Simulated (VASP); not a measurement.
# SnMo2 (P6/mmm) in VASP: a series of runs

The runs below take SnMo2 through relaxation of cell and atoms, single point, with PBE.

Everything below comes from runs of VASP 6.6.1. Logs are shortened: lines on timing, memory, paths and dates and some standing lists are left out, and cuts for length are marked.

### Step 1. The cell of the first run

It takes space group P6/mmm (No. 191, hexagonal). The conventional cell has a = 4.662 Å, b = 4.662 Å, c = 2.964 Å, α = 90.00°, β = 90.00°, γ = 120.00°. Within 3.9 Å of Sn (site symmetry 6/mmm) lie 2 Sn at 2.96 Å and 12 Mo at 3.07 Å. Within 3.5 Å of Mo (site symmetry -6m2) lie 5 Mo at 2.69 to 2.96 Å and 6 Sn at 3.07 Å.

### Step 2. Relaxation of cell and atoms, PBE

INCAR

```
PREC     = Accurate       # precision mode
ENCUT    = 600            # plane-wave cutoff, eV
EDIFF    = 1E-6           # SCF threshold, eV
ISMEAR   = 0              # smearing method
SIGMA    = 0.1            # smearing width, eV
LREAL    = False          # projectors in reciprocal space
LASPH    = True           # aspherical terms in the spheres
NELM     = 100            # most SCF steps
ALGO     = Normal         # electronic algorithm
ISIF     = 3              # what is computed and relaxed
LWAVE    = False          # write WAVECAR
LCHARG   = False          # write CHGCAR
GGA      = PE             # functional
IBRION   = 2              # ionic algorithm
NSW      = 90             # ionic steps
EDIFFG   = -0.04          # ionic threshold
```

KPOINTS

```
Automatic mesh
0
Gamma
  6 6 6
```

POSCAR

```
SnMo2
1.0
    4.6621281255      0.0000000000      0.0000000000
   -2.3310640628      4.0375213925      0.0000000000
    0.0000000000      0.0000000000      2.9636707944
Sn Mo
1 2
Direct
    0.0000000000      0.0000000000      0.0000000000
    0.3333333333      0.6666666667      0.5000000000
    0.6666666667      0.3333333333      0.5000000000
```

Potentials or basis: VASP PAW PBE potentials, release 64 (Sn_d, Mo_sv).

Run with:

```console
$ cat potpaw_PBE.64/Sn_d/POTCAR potpaw_PBE.64/Mo_sv/POTCAR > POTCAR
$ mpirun -np 1 vasp_std > vasp.out
```

OUTCAR:

```text
PREC = Accurate
   ENCUT = 600
   EDIFF = 1E-6
   ISMEAR = 0
   LREAL = False
   LASPH = True
   NELM = 100
   ISIF = 3
   GGA = PE
   IBRION = 2
   NSW = 90
   EDIFFG = -0.04

 ion  position               nearest neighbor table
   1  0.000  0.000  0.000-   2 3.07   3 3.07   2 3.07   3 3.07   3 3.07   3 3.07   2 3.07   2 3.07
                             3 3.07   3 3.07   2 3.07   2 3.07
   2  0.333  0.667  0.500-   3 2.69   3 2.69   3 2.69   1 3.07   1 3.07   1 3.07   1 3.07   1 3.07
                             1 3.07
   3  0.667  0.333  0.500-   2 2.69   2 2.69   2 2.69   1 3.07   1 3.07   1 3.07   1 3.07   1 3.07
                             1 3.07

  LATTYP: Found a hexagonal cell.
 ALAT       =     4.6621281255
 C/A-ratio  =     0.6356905505

  Lattice vectors:

 A1 = (   4.6621281255,   0.0000000000,   0.0000000000)
 A2 = (  -2.3310640628,   4.0375213925,   0.0000000000)
 A3 = (   0.0000000000,   0.0000000000,   2.9636707944)

Analysis of symmetry for initial positions (statically):
=====================================================================
 Subroutine PRICEL returns:
 Original cell was already a primitive cell.

 Routine SETGRP: Setting up the symmetry group for a
 hexagonal supercell.

 Subroutine GETGRP returns: Found 24 space group operations
 (whereof 24 operations were pure point group operations)
 out of a pool of 24 trial point group operations.

The static configuration has the point symmetry D_6h.

Analysis of symmetry for dynamics (positions and initial velocities):
=====================================================================
 Subroutine PRICEL returns:
 Original cell was already a primitive cell.

 Routine SETGRP: Setting up the symmetry group for a
 hexagonal supercell.

 Subroutine GETGRP returns: Found 24 space group operations
 (whereof 24 operations were pure point group operations)
 out of a pool of 24 trial point group operations.

The dynamic configuration has the point symmetry D_6h.

 Subroutine INISYM returns: Found 24 space group operations
 (whereof 24 operations are pure point group operations),
 and found     1 'primitive' translations

----------------------------------------------------------------------------------------

                                     Primitive cell

  volume of cell :      55.7865

[... 92 lines left out ...]
   EDIFFG = -.4E-01   stopping-criterion for IOM
   NSW    =     90    number of steps for IOM
   IBRION =      2    ionic relax: 0-MD 1-quasi-New 2-CG
   NFREE  =      1    steps in history (QN), initial steepest desc. (CG)
   ISIF   =      3    stress and relaxation
   ISYM   =      2    0-nonsym 1-usesym 2-fastsym
   POTIM  = 0.5000    time-step for ionic-motion
   TEBEG  =    0.0;   TEEND  =   0.0 temperature during run
   PSTRESS=    0.0 pullay stress
   NELECT =      42.0000    total number of electrons
   NUPDOWN=      -1.0000    fix difference up-down
   EMIN   =  10.00;   EMAX   =-10.00  energy-range for DOS
   EFERMI =   0.00;   METHOD = LEGACY
   ISMEAR =     0;   SIGMA  =   0.10  broadening in eV -4-tet -1-fermi 0-gaus
   EFERMI_NEDOS =   21; number of points for ismear=-14 and -15
   IALGO  =     38    algorithm
   IMIX   =      4    mixing-type and parameters
     AMIX     =   0.40;   BMIX     =  1.00
     AMIX_MAG =   1.60;   BMIX_MAG =  1.00
  volume/ion in A,a.u.               =      18.60       125.49
  Fermi-wavevector in a.u.,A,eV,Ry     =   1.489298  2.814365 30.177836  2.218008
  Thomas-Fermi vector in A             =   2.602224
   LORBIT       =      0    0 simple, 1 ext, 2 COOP (PROOUT), +10 PAW based schemes
   GGA     = PE    functional components
   LHFCALC =     F    Hartree Fock is set to
   AEXX    =    0.0000 exact exchange contribution
   IVDW    =     0    specifies the selected vdW correction
   LEPSILON=     F    determine dielectric tensor
   LRPA    =     F    only Hartree local field effects (RPA)
 conjugate gradient relaxation of ions
 non-spin polarized calculation
 Gauss-broadening in eV      SIGMA  =   0.10
  energy-cutoff  :      600.00
  volume of cell :       55.79
 maximum number of plane-waves:      1876
 NGX is ok and might be reduce to    40
   NGX = 19   NGY = 19   NGZ = 11

--------------------------------------- Ionic step        1  -------------------------------------------

 number of electron      41.9999995 magnetization

 Free energy of the ion-electron system (eV)
  ---------------------------------------------------
  ext. energy  EPLUGINS =         0.00000000
  ---------------------------------------------------
  free energy    TOTEN  =       -24.09029207 eV

  energy without entropy =      -24.07658371  energy(sigma->0) =      -24.08343789

------------------------ aborting loop because EDIFF is reached ----------------------------------------

  FORCE on cell =-STRESS in cart. coord.  units (eV):
  Direction    XX          YY          ZZ          XY          YZ          ZX
  --------------------------------------------------------------------------------------
  -------------------------------------------------------------------------------------
  Total       -3.4461124     -3.4461124     -0.0111528      0.0000000     -0.0000000     -0.0000000
  in kB      -98.9716989    -98.9716989     -0.3203056      0.0000000     -0.0000000     -0.0000000
  external PRESSURE =     -66.0879011 kB  Pullay stress =       0.0000000 kB
[... 135 lines left out ...]
--------------------------------------- Ionic step        5  -------------------------------------------

 number of electron      41.9999997 magnetization

 Free energy of the ion-electron system (eV)
  ---------------------------------------------------
  ext. energy  EPLUGINS =         0.00000000
  ---------------------------------------------------
  free energy    TOTEN  =       -24.21714908 eV

  energy without entropy =      -24.20737611  energy(sigma->0) =      -24.21226259

 E-fermi :  11.7364     XC(G=0): -12.4700

 val. band max:       11.7347038362   @ k =   0.1667   0.1667   0.3333
 cond. band min:      11.7884118353   @ k =   0.1667   0.1667   0.1667
 fundamental gap:      0.0537079991
 Fermi energy:        11.7363810716

 k-point     1 :       0.0000    0.0000    0.0000
  band No.  band energies     occupation
      1     -49.1469      2.00000
      2     -48.8534      2.00000
      3     -23.5974      2.00000
      4     -23.5974      2.00000
      5     -23.1806      2.00000
      6     -22.9415      2.00000
[... 661 lines left out ...]
     24      13.3127      0.00000
     25      15.1011      0.00000

 [... further k-points ...]
[... 5 lines left out ...]
  --------------------------------------------------------------------------------------
  -------------------------------------------------------------------------------------
  Total        0.0904563      0.0904563      0.0467018     -0.0000000     -0.0000000      0.0000000
  in kB        2.6782841      2.6782841      1.3827757     -0.0000000     -0.0000000      0.0000000
  external PRESSURE =       2.2464480 kB  Pullay stress =       0.0000000 kB
[... 18 lines left out ...]
  FREE ENERGIE OF THE ION-ELECTRON SYSTEM (eV)
  ---------------------------------------------------
  free  energy   TOTEN  =       -24.2171490838 eV

  energy  without entropy=      -24.2073761057  energy(sigma->0) =      -24.21226259

 reached required accuracy - stopping structural energy minimisation
```

OSZICAR:

```text
N       E                     dE             d eps       ncg     rms          rms(c)
DAV:   1     0.582568162679E+03    0.58257E+03   -0.26071E+04  1433   0.259E+03
DAV:   2     0.189192447058E+02   -0.56365E+03   -0.55705E+03  1473   0.671E+02
DAV:   3    -0.234776593873E+02   -0.42397E+02   -0.41450E+02  1738   0.171E+02
DAV:   4    -0.248717289186E+02   -0.13941E+01   -0.13115E+01  1670   0.300E+01
[... 47 lines left out ...]
DAV:   4    -0.242173299309E+02    0.15186E-02   -0.68397E-03  1755   0.594E-01    0.903E-02
DAV:   5    -0.242172044586E+02    0.12547E-03   -0.16744E-03  1669   0.290E-01    0.782E-02
DAV:   6    -0.242171508970E+02    0.53562E-04   -0.18048E-04  1478   0.101E-01    0.159E-02
DAV:   7    -0.242171497534E+02    0.11436E-05   -0.12684E-05  1505   0.237E-02    0.701E-03
DAV:   8    -0.242171490838E+02    0.66953E-06   -0.35129E-06  1305   0.134E-02
   5 F= -.24217149E+02 E0= -.24212263E+02  d E =-.386727E-01
```

It took 69 s on 1 thread of Intel Xeon 6975P-C (Granite Rapids), shared host; peak memory 0.22 GiB.

What came out:

| Property | Result |
| --- | --- |
| Free energy | -24.2171 eV |
| Relaxed volume | 18.04 Å³/atom |
| Relaxed cell | a = 4.499 Å, b = 4.499 Å, c = 3.086 Å, α = 90.00°, β = 90.00°, γ = 120.00° |
| Space group after relaxing (to 0.1 Å) | P6/mmm (No. 191) |
| Energy gained by relaxing | 42.3 meV/atom |
| Ionic steps | 5 |
| Pressure after relaxing | 0.2 GPa |
| Band gap on the k mesh | zero (bands 21 and 22 overlap by 2.02 eV) |

Stress tensor (GPa, compression positive):
```
0.27 0.00 0.00
0.00 0.27 0.00
0.00 0.00 0.14
```

Step by step:
```csv
step,energy change (eV),largest force (eV/Å),pressure (GPa),volume (Å³)
1,0.0000,0.0000,-6.61,55.79
2,0.0831,0.0000,16.80,49.77
3,-0.0882,0.0000,1.69,53.16
4,-0.1214,0.0000,0.64,53.78
5,-0.1269,0.0000,0.22,54.11
```

Final structure:
```
CELL_PARAMETERS angstrom
4.49943 0.00000 0.00000
-2.24971 3.89662 0.00000
0.00000 0.00000 3.08637
ATOMIC_POSITIONS crystal
Sn 0.00000 0.00000 0.00000
Mo 0.33333 0.66667 0.50000
Mo 0.66667 0.33333 0.50000
```

Levels at points of the mesh, in eV from the Fermi level:
| k point | band 19 | band 20 | band 21 | band 22 | band 23 | band 24 |
| --- | --- | --- | --- | --- | --- | --- |
| (0.00, 0.00, 0.00) | -0.95 | -0.95 | -0.44 | -0.44 | 1.85 | 1.85 |
| (0.50, 0.00, 0.00) | -1.92 | -1.16 | -0.73 | -0.70 | 1.31 | 1.64 |
| (0.00, 0.00, 0.50) | -1.86 | -1.20 | -1.20 | -0.36 | -0.36 | 1.73 |
| (0.50, 0.00, 0.50) | -2.08 | -1.76 | 0.74 | 0.90 | 2.01 | 2.10 |

Caveat: spin-orbit coupling is left out, which moves the levels of the heavy elements.

### Step 3. Single point, PBE

This run uses another cell than the first one, of 18.03 Å³/atom.

INCAR

```
PREC = Accurate
ENCUT = 520
EDIFF = 1E-6
ISMEAR = 0
SIGMA = 0.1
LREAL = F
LASPH = T
NELM = 60
ALGO = Fast
ISIF = 2
LWAVE = F
LCHARG = T
GGA = PE
LELF = T
LVHAR = T
NBANDS = 28
```

KPOINTS

```
Automatic mesh
0
Gamma
  12 12 16
```

POSCAR

```
SnMo2
1.0
    4.5104771440      0.0000000000      0.0000000000
   -2.2552385720      3.9061877899      0.0000000000
    0.0000000000      0.0000000000      3.0693198088
Sn Mo
1 2
Direct
    0.0000000000      0.0000000000      0.0000000000
    0.3333333333      0.6666666667      0.5000000000
    0.6666666667      0.3333333333      0.5000000000
```

Potentials or basis: VASP PAW PBE potentials, release 64 (Sn_d, Mo_sv).

Run with:

```console
$ cat potpaw_PBE.64/Sn_d/POTCAR potpaw_PBE.64/Mo_sv/POTCAR > POTCAR
$ mpirun -np 1 vasp_std > vasp.out
```

OUTCAR:

```text
PREC = Accurate
   ENCUT = 520
   EDIFF = 1E-6
   ISMEAR = 0
   LREAL = F
   LASPH = T
   NELM = 60
   ISIF = 2
   GGA = PE

 ion  position               nearest neighbor table
   1  0.000  0.000  0.000-   2 3.02   3 3.02   2 3.02   3 3.02   3 3.02   3 3.02   2 3.02   2 3.02
                             3 3.02   3 3.02   2 3.02   2 3.02
   2  0.333  0.667  0.500-   3 2.60   3 2.60   3 2.60   1 3.02   1 3.02   1 3.02   1 3.02   1 3.02
                             1 3.02
   3  0.667  0.333  0.500-   2 2.60   2 2.60   2 2.60   1 3.02   1 3.02   1 3.02   1 3.02   1 3.02
                             1 3.02

  LATTYP: Found a hexagonal cell.
 ALAT       =     4.5104771440
 C/A-ratio  =     0.6804867225

  Lattice vectors:

 A1 = (   4.5104771440,   0.0000000000,   0.0000000000)
 A2 = (  -2.2552385720,   3.9061877899,   0.0000000000)
 A3 = (   0.0000000000,   0.0000000000,   3.0693198088)

Analysis of symmetry for initial positions (statically):
=====================================================================
 Subroutine PRICEL returns:
 Original cell was already a primitive cell.

 Routine SETGRP: Setting up the symmetry group for a
[... 169 lines left out ...]

  energy without entropy =      -24.13589844  energy(sigma->0) =      -24.14331703

 E-fermi :  11.6934     XC(G=0): -12.4760

 val. band max:       11.6855111673   @ k =   0.1667   0.0833   0.1875
 cond. band min:      11.7006874314   @ k =   0.2500   0.0833   0.2500
 fundamental gap:      0.0151762641
 Fermi energy:        11.6933573950

 k-point     1 :       0.0000    0.0000    0.0000
  band No.  band energies     occupation
      1     -49.1399      2.00000
      2     -48.8542      2.00000
      3     -23.5778      2.00000
      4     -23.5778      2.00000
      5     -23.1725      2.00000
      6     -22.9400      2.00000
[... 733 lines left out ...]
     27      16.5595      0.00000
     28      18.7440      0.00000

 [... further k-points ...]

------------------------ aborting loop because EDIFF is reached ----------------------------------------

  FORCE on cell =-STRESS in cart. coord.  units (eV):
  Direction    XX          YY          ZZ          XY          YZ          ZX
  --------------------------------------------------------------------------------------
  -------------------------------------------------------------------------------------
  Total        0.1148252      0.1148252      0.0502608      0.0000000     -0.0000000      0.0000000
  in kB        3.4019681      3.4019681      1.4890936      0.0000000     -0.0000000      0.0000000
  external PRESSURE =       2.7643432 kB  Pullay stress =       0.0000000 kB

 VOLUME and BASIS-vectors are now :
 -----------------------------------------------------------------------------
  energy-cutoff  :      520.00
  volume of cell :       54.08
      direct lattice vectors                 reciprocal lattice vectors
     4.510477144  0.000000000  0.000000000     0.221706034  0.128002039  0.000000000
    -2.255238572  3.906187790  0.000000000     0.000000000  0.256004077  0.000000000
     0.000000000  0.000000000  3.069319809     0.000000000  0.000000000  0.325805085

 POSITION                                       TOTAL-FORCE (eV/Angst)
 -----------------------------------------------------------------------------------
      0.00000      0.00000      0.00000        -0.000000      0.000000     -0.000000
     -0.00000      2.60413      1.53466         0.000000      0.000000      0.000000
      2.25524      1.30206      1.53466        -0.000000      0.000000     -0.000000
 -----------------------------------------------------------------------------------
    total drift:                                0.000000     -0.000000     -0.000000

  FREE ENERGIE OF THE ION-ELECTRON SYSTEM (eV)
  ---------------------------------------------------
  free  energy   TOTEN  =       -24.1507356143 eV

  energy  without entropy=      -24.1358984396  energy(sigma->0) =      -24.14331703
```

OSZICAR:

```text
N       E                     dE             d eps       ncg     rms          rms(c)
DAV:   1     0.528527450901E+03    0.52853E+03   -0.23612E+04 10244   0.211E+03
DAV:   2     0.157587460766E+02   -0.51277E+03   -0.50091E+03 10016   0.595E+02
DAV:   3    -0.235479232525E+02   -0.39307E+02   -0.37596E+02 11124   0.149E+02
DAV:   4    -0.249058958360E+02   -0.13580E+01   -0.13302E+01 11472   0.267E+01
DAV:   5    -0.249361540708E+02   -0.30258E-01   -0.30233E-01 11976   0.430E+00    0.159E+01
RMM:   6    -0.242619746969E+02    0.67418E+00   -0.13424E+00 11120   0.824E+00    0.601E+00
RMM:   7    -0.241570738421E+02    0.10490E+00   -0.48354E-01 11634   0.495E+00    0.121E+00
RMM:   8    -0.241501962654E+02    0.68776E-02   -0.57065E-02 13759   0.155E+00    0.289E-01
RMM:   9    -0.241506231901E+02   -0.42692E-03   -0.13499E-02 13611   0.844E-01    0.205E-01
RMM:  10    -0.241506597679E+02   -0.36578E-04   -0.25452E-03 13326   0.387E-01    0.467E-02
RMM:  11    -0.241507210855E+02   -0.61318E-04   -0.72714E-04 15268   0.170E-01    0.245E-02
RMM:  12    -0.241507312700E+02   -0.10185E-04   -0.13588E-04 14559   0.693E-02    0.156E-02
RMM:  13    -0.241507342225E+02   -0.29525E-05   -0.35907E-05 12814   0.353E-02    0.735E-03
RMM:  14    -0.241507353638E+02   -0.11412E-05   -0.99134E-06 10678   0.179E-02    0.298E-03
RMM:  15    -0.241507356143E+02   -0.25056E-06   -0.31668E-06  8207   0.977E-03
   1 F= -.24150736E+02 E0= -.24143317E+02  d E =-.148372E-01
```

Run time: 1.7 min. Hardware: 1 thread of Intel Xeon 6975P-C (Granite Rapids), shared host; peak memory 0.35 GiB.

What came out:

```yaml
Free_energy: -24.1507 eV
Pressure: 0.3 GPa
Band_gap_on_the_k_mesh: zero (bands 21 and 22 overlap by 2.06 eV)
```

Caveat: spin-orbit coupling is left out, which moves the levels of the heavy elements.
